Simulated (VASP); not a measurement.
# LiCl in VASP: further runs

LiCl is run at these levels: PBE; tasks: single point.

Everything below comes from runs of VASP 6.6.1. Logs are shortened: lines on timing, memory, paths and dates and some standing lists are left out, and cuts for length are marked.

## 1. The cell of the first run

The structure is monoclinic, space group Cm (No. 8). The conventional cell has a = 6.032 Å, b = 3.457 Å, c = 3.530 Å, α = 90.00°, β = 125.78°, γ = 90.00°. Li (site symmetry m) has 4 Cl at 2.15 to 2.51 Å within 2.8 Å. Within 2.8 Å of Cl (site symmetry m) lie 4 Li at 2.15 to 2.51 Å.

## 2. Single point, PBE (strained and its atoms moved)

INCAR reads:

```
SYSTEM = LiCl
ALGO = Normal
EDIFF = 1E-7
ENCUT = 520
GGA = PE
ISIF = 2
ISMEAR = 0
LASPH = .True.
LCHARG = .False.
LREAL = .False.
LWAVE = .False.
NBANDS = 12
NELM = 60
PREC = Accurate
SIGMA = 0.02
```

KPOINTS reads:

```
k-points
0
Gamma
  8 8 8
  0 0 0
```

POSCAR reads:

```
LiCl
1.0
    0.0262374948      2.4474478776      2.4707871936
    2.4958448988      0.0011797896      2.4958448988
    2.4707871936      2.4474478776      0.0262374948
Li Cl
1 1
Direct
   -0.0019893410      0.0708571388     -0.0019893410
    0.5019893410      0.4291428612      0.5019893410
```

Potentials or basis: VASP PAW PBE potentials, release 64 (Li_sv, Cl).

Run with:

```bash
$ cat potpaw_PBE.64/Li_sv/POTCAR potpaw_PBE.64/Cl/POTCAR > POTCAR
$ mpirun -np 1 vasp_std > vasp.out
```

OUTCAR:

```text
SYSTEM = LiCl
   EDIFF = 1E-7
   ENCUT = 520
   GGA = PE
   ISIF = 2
   ISMEAR = 0
   LASPH = .True.
   LREAL = .False.
   NELM = 60
   PREC = Accurate

 ion  position               nearest neighbor table
   1  0.998  0.071  0.998-   2 2.15   2 2.15   2 2.48   2 2.51
   2  0.502  0.429  0.502-   1 2.15   1 2.15   1 2.48   1 2.51

  LATTYP: Found a base centered monoclinic cell.
 ALAT       =     6.0318834743
 B/A-ratio  =     0.5731402725
 C/A-ratio  =     0.5851667920
 COS(beta)  =    -0.5846190028

  Lattice vectors:

 A1 = (  -0.0250577052,   2.4462680880,  -2.4696074040)
 A2 = (  -2.4696074040,   2.4462680880,  -0.0250577052)
 A3 = (   2.4958448988,   0.0011797896,   2.4958448988)

Analysis of symmetry for initial positions (statically):
=====================================================================
 Subroutine PRICEL returns:
 Original cell was already a primitive cell.

 Routine SETGRP: Setting up the symmetry group for a
 base centered monoclinic supercell.

 Subroutine GETGRP returns: Found  2 space group operations
 (whereof  2 operations were pure point group operations)
 out of a pool of  4 trial point group operations.

The static configuration has the point symmetry C_1h.

Analysis of symmetry for dynamics (positions and initial velocities):
=====================================================================
 Subroutine PRICEL returns:
 Original cell was already a primitive cell.

 Routine SETGRP: Setting up the symmetry group for a
 base centered monoclinic supercell.

 Subroutine GETGRP returns: Found  2 space group operations
 (whereof  2 operations were pure point group operations)
 out of a pool of  4 trial point group operations.

The dynamic configuration has the point symmetry C_1h.

 Subroutine INISYM returns: Found  2 space group operations
 (whereof  2 operations are pure point group operations),
 and found     1 'primitive' translations

----------------------------------------------------------------------------------------

                                     Primitive cell

  volume of cell :      29.8576

  direct lattice vectors                    reciprocal lattice vectors
     0.026237495  2.447447878  2.470787194    -0.204584944  0.204343718  0.204488351
     2.495844899  0.001179790  2.495844899     0.200381281 -0.204440311  0.200381281
     2.470787194  2.447447878  0.026237495     0.204488351  0.204343718 -0.204584944

  length of vectors
     3.477855500  3.529657903  3.477855500     0.354156519  0.349429759  0.354156519

  position of ions in fractional coordinates (direct lattice)
     0.998010659  0.070857139  0.998010659
     0.501989341  0.429142861  0.501989341

  ion indices of the primitive-cell ions
   primitive index   ion index
                 1           1
                 2           2

----------------------------------------------------------------------------------------

 KPOINTS: k-points

Automatic generation of k-mesh.
 Grid dimensions read from file:
 generate k-points for:    8    8    8

 Generating k-lattice:

  Cartesian coordinates                     Fractional coordinates (reciprocal lattice)
    -0.025573118  0.025542965  0.025561044     0.125000000  0.000000000 -0.000000000
     0.025047660 -0.025555039  0.025047660    -0.000000000  0.125000000 -0.000000000
     0.025561044  0.025542965 -0.025573118     0.000000000  0.000000000  0.125000000

  Length of vectors
     0.044269565  0.043678720  0.044269565

  Shift w.r.t. Gamma in fractional coordinates (k-lattice)
     0.000000000  0.000000000  0.000000000

 Subroutine IBZKPT returns following result:
 ===========================================

 Found    150 irreducible k-points:

 Following reciprocal coordinates:
            Coordinates               Weight
  0.000000  0.000000  0.000000      1.000000
  0.125000  0.000000  0.000000      4.000000
  0.250000  0.000000  0.000000      4.000000
  0.375000  0.000000  0.000000      4.000000
  0.500000  0.000000  0.000000      2.000000
  0.000000  0.125000  0.000000      2.000000
[... 16 lines left out ...]
  0.125000  0.375000  0.000000      4.000000
  0.250000  0.375000  0.000000      4.000000
 [... further k-points ...]
   k-points           NKPTS =    150   k-points in BZ     NKDIM =    150   number of bands    NBANDS=     12
   number of dos      NEDOS =    301   number of ions     NIONS =      2
   total plane-waves  NPLWV =  21952
   dimension x,y,z NGX =    28 NGY =   28 NGZ =   28
   dimension x,y,z NGXF=    56 NGYF=   56 NGZF=   56
   ions per type =               1   1
   NGX,Y,Z   is equivalent  to a cutoff of  13.38, 13.19, 13.38 a.u.
   NGXF,Y,Z  is equivalent  to a cutoff of  26.77, 26.38, 26.77 a.u.
 SYSTEM =  LiCl
   PREC   = accura    normal or accurate (medium, high low for compatibility)
   ISTART =      0    job   : 0-new  1-cont  2-samecut
   ICHARG =      2    charge: 1-file 2-atom 10-const
   ISPIN  =      1    spin polarized calculation?
   LNONCOLLINEAR =      F non collinear calculations
   LSORBIT =      F    spin-orbit coupling
   LASPH  =      T    aspherical Exc in radial PAW
   ENCUT  =  520.0 eV  38.22 Ry    6.18 a.u.   6.47  6.56  6.47*2*pi/ulx,y,z
   NELM   =     60;   NELMIN=  2; NELMDL= -5     # of ELM steps
   EDIFF  = 0.1E-06   stopping-criterion for ELM
   LREAL  =      F    real-space projection
   EDIFFG = 0.1E-05   stopping-criterion for IOM
   NSW    =      0    number of steps for IOM
   IBRION =     -1    ionic relax: 0-MD 1-quasi-New 2-CG
   NFREE  =      0    steps in history (QN), initial steepest desc. (CG)
   ISIF   =      2    stress and relaxation
   ISYM   =      2    0-nonsym 1-usesym 2-fastsym
   POTIM  = 0.5000    time-step for ionic-motion
   TEBEG  =    0.0;   TEEND  =   0.0 temperature during run
   PSTRESS=    0.0 pullay stress
   NELECT =      10.0000    total number of electrons
   NUPDOWN=      -1.0000    fix difference up-down
   EMIN   =  10.00;   EMAX   =-10.00  energy-range for DOS
   EFERMI =   0.00;   METHOD = LEGACY
   ISMEAR =     0;   SIGMA  =   0.02  broadening in eV -4-tet -1-fermi 0-gaus
   EFERMI_NEDOS =   21; number of points for ismear=-14 and -15
   IALGO  =     38    algorithm
   IMIX   =      4    mixing-type and parameters
     AMIX     =   0.40;   BMIX     =  1.00
     AMIX_MAG =   1.60;   BMIX_MAG =  1.00
  volume/ion in A,a.u.               =      14.93       100.74
  Fermi-wavevector in a.u.,A,eV,Ry     =   1.136902  2.148434 17.586164  1.292547
  Thomas-Fermi vector in A             =   2.273607
   LORBIT       =      0    0 simple, 1 ext, 2 COOP (PROOUT), +10 PAW based schemes
   GGA     = PE    functional components
   LHFCALC =     F    Hartree Fock is set to
   AEXX    =    0.0000 exact exchange contribution
   IVDW    =     0    specifies the selected vdW correction
   LEPSILON=     F    determine dielectric tensor
   LRPA    =     F    only Hartree local field effects (RPA)
 non-spin polarized calculation
 Gauss-broadening in eV      SIGMA  =   0.02
  energy-cutoff  :      520.00
  volume of cell :       29.86
 maximum number of plane-waves:       823
 NGX is ok and might be reduce to    28
   NGX = 13   NGY = 13   NGZ = 13

 number of electron      10.0000000 magnetization

 Free energy of the ion-electron system (eV)
  ---------------------------------------------------
  ext. energy  EPLUGINS =         0.00000000
  ---------------------------------------------------
  free energy    TOTEN  =        -7.12140526 eV

  energy without entropy =       -7.12140526  energy(sigma->0) =       -7.12140526

 E-fermi :   1.7174     XC(G=0):  -9.2095

 val. band max:        1.5745915472   @ k =   0.0000   0.0000   0.0000
 cond. band min:       8.4508985277   @ k =   0.0000   0.0000   0.0000
 fundamental gap:      6.8763069804
 Fermi energy:         1.7174111925

 k-point     1 :       0.0000    0.0000    0.0000
  band No.  band energies     occupation
      1     -41.6505      2.00000
      2     -12.3499      2.00000
      3       1.3231      2.00000
      4       1.5349      2.00000
      5       1.5746      2.00000
      6       8.4509      0.00000
      7      12.7356      0.00000
      8      12.9172      0.00000
      9      13.6658      0.00000
     10      15.2430      0.00000
     11      16.4150      0.00000
     12      17.9270      0.00000

 k-point     2 :       0.1250    0.0000    0.0000
  band No.  band energies     occupation
      1     -41.6496      2.00000
      2     -12.2576      2.00000
      3       0.7913      2.00000
      4       1.4348      2.00000
      5       1.4828      2.00000
      6       8.8180      0.00000
      7      12.6221      0.00000
      8      13.1865      0.00000
      9      13.5121      0.00000
     10      14.7827      0.00000
     11      15.4429      0.00000
     12      17.2838      0.00000

 k-point     3 :       0.2500    0.0000    0.0000
  band No.  band energies     occupation
      1     -41.6473      2.00000
      2     -12.0198      2.00000
      3      -0.3764      2.00000
      4       1.2610      2.00000
      5       1.3097      2.00000
      6       8.9881      0.00000
      7      12.5149      0.00000
      8      12.7817      0.00000
      9      13.5769      0.00000
     10      15.0536      0.00000
     11      15.6648      0.00000
     12      17.7237      0.00000

 k-point     4 :       0.3750    0.0000    0.0000
  band No.  band energies     occupation
      1     -41.6450      2.00000
      2     -11.7565      2.00000
      3      -1.3937      2.00000
      4       1.1034      2.00000
      5       1.1555      2.00000
      6       8.6479      0.00000
      7      11.8440      0.00000
      8      11.9257      0.00000
      9      14.9920      0.00000
     10      16.5121      0.00000
     11      17.5088      0.00000
     12      18.8437      0.00000

 k-point     5 :       0.5000    0.0000    0.0000
  band No.  band energies     occupation
      1     -41.6441      2.00000
      2     -11.6383      2.00000
      3      -1.7899      2.00000
      4       1.0406      2.00000
      5       1.0964      2.00000
      6       8.4729      0.00000
      7      11.5539      0.00000
      8      11.5861      0.00000
      9      15.9256      0.00000
     10      17.5342      0.00000
     11      19.1137      0.00000
     12      19.9740      0.00000
[... 228 lines left out ...]
      1     -41.6466      2.00000
      2     -11.8554      2.00000
      3      -0.7519      2.00000
      4       0.6003      2.00000
      5       1.3452      2.00000
      6       9.7635      0.00000
      7      11.7372      0.00000
      8      12.0260      0.00000
      9      13.3408      0.00000
     10      15.3489      0.00000
     11      17.9583      0.00000
     12      19.0663      0.00000

 k-point    22 :       0.0000    0.3750    0.0000
  band No.  band energies     occupation
      1     -41.6460      2.00000
      2     -11.7493      2.00000
      3      -1.4078      2.00000
      4       1.0091      2.00000
      5       1.2831      2.00000
      6       8.9478      0.00000
      7      11.4547      0.00000
      8      11.7002      0.00000
      9      14.2085      0.00000
     10      17.5240      0.00000
     11      17.7447      0.00000
     12      19.0279      0.00000

 k-point    23 :       0.1250    0.3750    0.0000
  band No.  band energies     occupation
      1     -41.6460      2.00000
      2     -11.7700      2.00000
      3      -1.0615      2.00000
      4       0.7734      2.00000
      5       1.0220      2.00000
      6       9.5033      0.00000
      7      11.4028      0.00000
      8      12.5454      0.00000
      9      13.1761      0.00000
     10      16.2879      0.00000
     11      18.3769      0.00000
     12      19.6721      0.00000

 k-point    24 :       0.2500    0.3750    0.0000
  band No.  band energies     occupation
      1     -41.6452      2.00000
      2     -11.6797      2.00000
      3      -0.9896      2.00000
      4       0.4179      2.00000
      5       0.6329      2.00000
      6       9.8150      0.00000
      7      10.6634      0.00000
      8      12.9667      0.00000
      9      14.4160      0.00000
     10      15.9445      0.00000
     11      18.7264      0.00000
     12      21.0106      0.00000

 [... further k-points ...]

------------------------ aborting loop because EDIFF is reached ----------------------------------------

  FORCE on cell =-STRESS in cart. coord.  units (eV):
  Direction    XX          YY          ZZ          XY          YZ          ZX
  --------------------------------------------------------------------------------------
  -------------------------------------------------------------------------------------
  Total        2.3291230      0.8565689      2.3291230      0.0115447      0.0115448     -0.4774280
  in kB      124.9821070     45.9639883    124.9821070      0.6194979      0.6194988    -25.6190678
  external PRESSURE =      98.6427341 kB  Pullay stress =       0.0000000 kB

 VOLUME and BASIS-vectors are now :
 -----------------------------------------------------------------------------
  energy-cutoff  :      520.00
  volume of cell :       29.86
      direct lattice vectors                 reciprocal lattice vectors
     0.026237495  2.447447878  2.470787194    -0.204584944  0.204343718  0.204488351
     2.495844899  0.001179790  2.495844899     0.200381281 -0.204440311  0.200381281
     2.470787194  2.447447878  0.026237495     0.204488351  0.204343718 -0.204584944

 POSITION                                       TOTAL-FORCE (eV/Angst)
 -----------------------------------------------------------------------------------
      2.66891      4.88524      2.66891        -0.662663      0.009067     -0.662663
      2.32455      2.45769      2.32455         0.662663     -0.009067      0.662663
 -----------------------------------------------------------------------------------
    total drift:                               -0.000129      0.000017     -0.000129

  FREE ENERGIE OF THE ION-ELECTRON SYSTEM (eV)
  ---------------------------------------------------
  free  energy   TOTEN  =        -7.1214052572 eV

  energy  without entropy=       -7.1214052572  energy(sigma->0) =       -7.12140526
```

It took 68 s on 1 thread of Intel Xeon Platinum 8375C at 2.90GHz (Ice Lake), shared host; peak memory 0.18 GiB.

Results:

| Property | Result |
| --- | --- |
| Free energy | -7.1214 eV |
| Largest force | 0.937 eV/Å |
| Band gap on the k mesh | 6.88 eV, direct |

Forces on the atoms (eV/Å):
```
Li  -0.663  0.009 -0.663
Cl   0.663 -0.009  0.663
```

Caveat: the cell differs from its parent crystal (strained and its atoms moved); the cutoff is under 1.25 times the usual one of these potentials, so pressure, stress and relaxed cells hold a basis-set (Pulay) error.

## 3. Single point, PBE (strained and its atoms moved)

INCAR reads:

```
SYSTEM = LiCl
ALGO     = Normal         ! electronic algorithm
EDIFF    = 1E-6           ! SCF threshold, eV
ENCUT    = 520            ! plane-wave cutoff, eV
GGA      = PE             ! functional
ISIF     = 2              ! what is computed and relaxed
ISMEAR   = 0              ! smearing method
LASPH    = .True.         ! aspherical terms in the spheres
LCHARG   = .True.         ! write CHGCAR
LELF     = .True.         ! ELF
LREAL    = .False.        ! projectors in reciprocal space
LVHAR    = .True.       
LWAVE    = .False.        ! write WAVECAR
NBANDS   = 12             ! bands
NELM     = 60             ! most SCF steps
PREC     = Accurate       ! precision mode
SIGMA    = 0.02           ! smearing width, eV
```

KPOINTS is that of step 2.

POSCAR reads:

```
LiCl
1.0
   -0.1146191244      2.4257756556      2.6398561728
    2.3922798900     -0.1146191244      2.6398561728
    2.2776607656      2.3111565312      0.0000000000
Li Cl
1 1
Direct
    0.0487375037      0.0487375037     -0.0487375037
    0.4512624963      0.4512624963      0.5487375037
```

Potentials or basis: VASP PAW PBE potentials, release 64 (Li_sv, Cl).

Run with:

```bash
$ cat potpaw_PBE.64/Li_sv/POTCAR potpaw_PBE.64/Cl/POTCAR > POTCAR
$ mpirun -np 1 vasp_std > vasp.out
```

OUTCAR:

```text
SYSTEM = LiCl
   EDIFF = 1E-6
   ENCUT = 520
   GGA = PE
   ISIF = 2
   ISMEAR = 0
   LASPH = .True.
   LREAL = .False.
   NELM = 60
   PREC = Accurate

 ion  position               nearest neighbor table
   1  0.049  0.049  0.951-   2 2.13   2 2.45   2 2.45   2 2.48   2 2.48
   2  0.451  0.451  0.549-   1 2.13   1 2.45   1 2.45   1 2.48   1 2.48

  LATTYP: Found a base centered monoclinic cell.
 ALAT       =     4.7900482736
 B/A-ratio  =     1.1022252896
 C/A-ratio  =     0.6774191168
 COS(beta)  =    -0.6670360779

[... 552 lines left out ...]

  FORCE on cell =-STRESS in cart. coord.  units (eV):
  Direction    XX          YY          ZZ          XY          YZ          ZX
  --------------------------------------------------------------------------------------
  -------------------------------------------------------------------------------------
  Total        1.1204830      1.0043960      2.3916136      0.6938171     -0.0000000      0.0000000
  in kB       58.7255747     52.6413443    125.3467306     36.3636092     -0.0000000      0.0000000
  external PRESSURE =      78.9045499 kB  Pullay stress =       0.0000000 kB

 VOLUME and BASIS-vectors are now :
 -----------------------------------------------------------------------------
  energy-cutoff  :      520.00
  volume of cell :       30.57
      direct lattice vectors                 reciprocal lattice vectors
    -0.114619124  2.425775656  2.639856173    -0.199581850  0.196689295  0.189404258
     2.392279890 -0.114619124  2.639856173     0.199581850 -0.196689295  0.189404258
     2.277660766  2.311156531  0.000000000     0.219377910  0.216485355 -0.189404258

 POSITION                                       TOTAL-FORCE (eV/Angst)
 -----------------------------------------------------------------------------------
      2.27766      2.31116      0.25732        -0.000000      0.000000     -0.848630
      2.27766      2.31116      2.38254         0.000000      0.000000      0.848630
 -----------------------------------------------------------------------------------
    total drift:                                0.000006      0.000004      0.000130

  FREE ENERGIE OF THE ION-ELECTRON SYSTEM (eV)
  ---------------------------------------------------
  free  energy   TOTEN  =        -7.1732768682 eV

  energy  without entropy=       -7.1732768682  energy(sigma->0) =       -7.17327687
```

stdout:

```text
POSCAR found type information on POSCAR LiCl
 POSCAR found :  2 types and       2 ions
 scaLAPACK will be used
 LDA part: xc-table for (Slater+PW92), standard interpolation
 POSCAR, INCAR and KPOINTS ok, starting setup
 FFT: planning ... GRIDC
 FFT: planning ... GRID_SOFT
 FFT: planning ... GRID
 WAVECAR not read
 entering main loop
```

Run time: 41 s. Hardware: 1 thread of Intel Xeon Platinum 8375C at 2.90GHz (Ice Lake), shared host; peak memory 0.18 GiB.

What came out:

```yaml
Free_energy: -7.1733 eV
Largest_force: 0.849 eV/Å
Band_gap_on_the_k_mesh: 6.36 eV, indirect (the least direct gap lies 3.2 meV higher)
```

Forces on the atoms (eV/Å):
```
Li   0.000  0.000 -0.849
Cl   0.000  0.000  0.849
```

Caveat: the cell differs from its parent crystal (strained and its atoms moved); the cutoff is under 1.25 times the usual one of these potentials, so pressure, stress and relaxed cells hold a basis-set (Pulay) error. A k mesh can miss the band edges.
